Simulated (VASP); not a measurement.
PbO2:

```
Pb O
1.0
     0.00000    2.70199    2.70199
     2.70199    0.00000    2.70199
     2.70199    2.70199    0.00000
Pb O
1 2
Cartesian
  0.0000 0.0000 0.0000
  4.0530 4.0530 4.0530
  1.3510 1.3510 1.3510
```

| Item | Value |
| --- | --- |
| Program | VASP 6.6.1 |
| Task | relaxation of cell and atoms |
| Functional | PBEsol |
| Dispersion | D3(BJ) |
| Potentials or basis | VASP PAW PBE potentials, release 64 (Pb_d, O) |
| Cutoff | 600 eV |
| k mesh | 9 × 9 × 9 |
| Occupations | fermi-dirac, width 0.05 eV |
| Spin | no spin polarisation |

At the start: pressure -8.2 GPa; volume 13.15 Å³/atom.

Task: Where does the relaxation end?

Result: Over 3 steps the energy falls by 20.2 meV/atom and the volume is 12.41 Å³/atom (-5.6 %); space group Fm-3m (No. 225, to 0.05 Å).

Step by step:
```
step  energy change (eV)  largest force (eV/Å)  pressure (GPa)  volume (Å³)
   1              0.0000                0.0000           -8.21        39.45
   2             -0.0279                0.0000            7.25        35.73
   3             -0.0605                0.0000           -0.03        37.23
```

Final structure:
```
Pb O
1.0
     0.00000    2.65023    2.65023
     2.65023    0.00000    2.65023
     2.65023    2.65023    0.00000
Pb O
1 2
Cartesian
  0.0000 0.0000 0.0000
  3.9753 3.9753 3.9753
  1.3251 1.3251 1.3251
```

Caveat: the PAW data sets were made with another functional, which shifts forces and pressure a little; pairwise dispersion overbinds metals, which lowers pressure and volume.
